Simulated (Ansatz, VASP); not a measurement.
Sn4SeS3 in VASP and in Ansatz

File INCAR:

```
ALGO = Normal
EDIFF = 1E-6
ENCUT = 520
GGA = PE
ISIF = 2
ISMEAR = 0
LASPH = T
LCHARG = F
LREAL = F
LWAVE = F
NBANDS = 50
NELM = 80
PREC = Accurate
SIGMA = 0.1
```

KPOINTS

```
k-points
0
Gamma
  4 4 4
```

The input POSCAR:

```
Sn4SeS3
1.0
   -2.9783976900      2.9783976900      5.9567953900
    2.9783976900     -2.9783976900      5.9567953900
    2.9783976900      2.9783976900     -5.9567953900
Sn Se S
4 1 3
Direct
    0.7500000000      0.7500000000      0.0000000000
    0.2500000000      0.2500000000      0.0000000000
    0.5000000000      0.0000000000      0.5000000000
    0.0000000000      0.5000000000      0.5000000000
    0.0000000000      0.0000000000      0.0000000000
    0.5000000000      0.5000000000      0.0000000000
    0.2500000000      0.7500000000      0.5000000000
    0.7500000000      0.2500000000      0.5000000000
```

Input for Ansatz:

```yaml
crystal:
  lattice:
    - [-2.97839769, 2.97839769, 5.95679539]
    - [2.97839769, -2.97839769, 5.95679539]
    - [2.97839769, 2.97839769, -5.95679539]
  atoms:
    - { symbol: Sn, position: [0.75, 0.75, 0.0] }
    - { symbol: Sn, position: [0.25, 0.25, 0.0] }
    - { symbol: Sn, position: [0.5, 0.0, 0.5] }
    - { symbol: Sn, position: [0.0, 0.5, 0.5] }
    - { symbol: Se, position: [0.0, 0.0, 0.0] }
    - { symbol: S, position: [0.5, 0.5, 0.0] }
    - { symbol: S, position: [0.25, 0.75, 0.5] }
    - { symbol: S, position: [0.75, 0.25, 0.5] }
basis:
  ecutwfc: 420
kpoints:
  mp_grid: { grid: [4, 4, 4] }
hamiltonian:
  xc: pbe
scf:
  occupations: { method: gaussian, width: 0.1 }
  lower_state_search: "off"
output:
  forces: true
  stress: true
  eigenvalues: true
```

Alike in both runs: task single point; functional PBE; k mesh 4 × 4 × 4; occupations gaussian, width 0.1 eV; no spin polarisation.

```csv
,VASP,Ansatz
version,VASP 6.6.1,Ansatz 0.2.0
potentials or method,"VASP PAW PBE potentials, release 64 (Sn_d, Se, S), cutoff 520 eV","scalar-relativistic, plane waves, PAW"
valence electrons in the cell,80,90
```

Ansatz gave:

- gap on the k mesh at the Fermi level (eV): 0.32
- least direct gap on the mesh (eV): 0.32
- pressure (GPa): -1.4
- traceless stress, the component that is largest in VASP (GPa): -0.43
- rms of the force components (eV/Å): 0.075

**Question.** Which values does VASP return?

**Answer.** gap on the k mesh at the Fermi level (eV): 0.32; least direct gap on the mesh (eV): 0.32; pressure (GPa): -1.5; traceless stress, the component that is largest in VASP (GPa): -0.42; rms of the force components (eV/Å): 0.076.

Atom by atom the forces differ by 0.000 eV/Å (rms over components). VASP's potentials hold 80 valence electrons a cell and Ansatz's 90, so a difference there can come from the potentials and not from the codes.
